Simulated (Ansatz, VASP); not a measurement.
ReP2: VASP beside Ansatz

The input INCAR:

```
ALGO = Normal
EDIFF = 1E-6
EDIFFG = -0.005
ENCUT = 600
GGA = PE
IBRION = 2
ISIF = 3
ISMEAR = -1
LASPH = True
LCHARG = False
LREAL = False
LWAVE = False
NELM = 100
NSW = 100
PREC = Accurate
SIGMA = 0.08
```

KPOINTS

```
k-points
0
Gamma
  12 12 7
```

File POSCAR:

```
ReP2
1.0
    3.4195306558      0.0000000000      0.0000000000
   -1.7097653279      2.9614004169      0.0000000000
    0.0000000000      0.0000000000      5.4712490492
Re P
1 2
Direct
    0.0000000000      0.0000000000      0.0000000000
    0.3333333333      0.6666666667      0.2500000000
    0.6666666667      0.3333333333      0.7500000000
```

Input for Ansatz:

```yaml
crystal:
  lattice:
    - [3.4195306558, 0.0, 0.0]
    - [-1.7097653279, 2.9614004169, 0.0]
    - [0.0, 0.0, 5.4712490492]
  atoms:
    - { symbol: Re, position: [0.0, 0.0, 0.0] }
    - { symbol: P, position: [0.3333333333, 0.6666666667, 0.25] }
    - { symbol: P, position: [0.6666666667, 0.3333333333, 0.75] }
kpoints:
  mp_grid: { grid: [12, 12, 7] }
scf:
  occupations: { method: fermi_dirac, width: 0.08 }
hamiltonian:
  xc: pbe
  pseudopotentials: { kind: paw }
output:
  forces: true
  stress: true
relax:
  f_tol: 0.005
  max_steps: 80
  cell: {}
```

Alike in both runs: task relaxation of cell and atoms; functional PBE; k mesh 12 × 12 × 7; occupations fermi-dirac, width 0.08 eV; no spin polarisation.

|  | VASP | Ansatz |
| --- | --- | --- |
| version | VASP 6.6.1 | Ansatz 0.2.0 |
| potentials or method | VASP PAW PBE potentials, release 64 (Re, P) | PAW with Ansatz's default frozen-core files, scalar-relativistic |
| plane-wave cutoff (eV) | 600 | 420 |
| valence electrons in the cell | 17 | 25 |

Ansatz gave:

| Quantity | Value |
| --- | --- |
| relaxed volume (Å³/atom) | 14.18 |
| relaxed cell length with the largest relative difference (Å) | 5.150 |

Question: What did VASP give for the same quantities?

Answer: Relaxed volume (Å³/atom): 14.18; relaxed cell length with the largest relative difference (Å): 5.147.

VASP's potentials hold 17 valence electrons a cell and Ansatz's 25, so a difference there can come from the potentials and not from the codes.

Neither program's run includes spin-orbit coupling. Noted on VASP's run: the volume moved by over 15 % at a fixed basis, so the end points are rough.
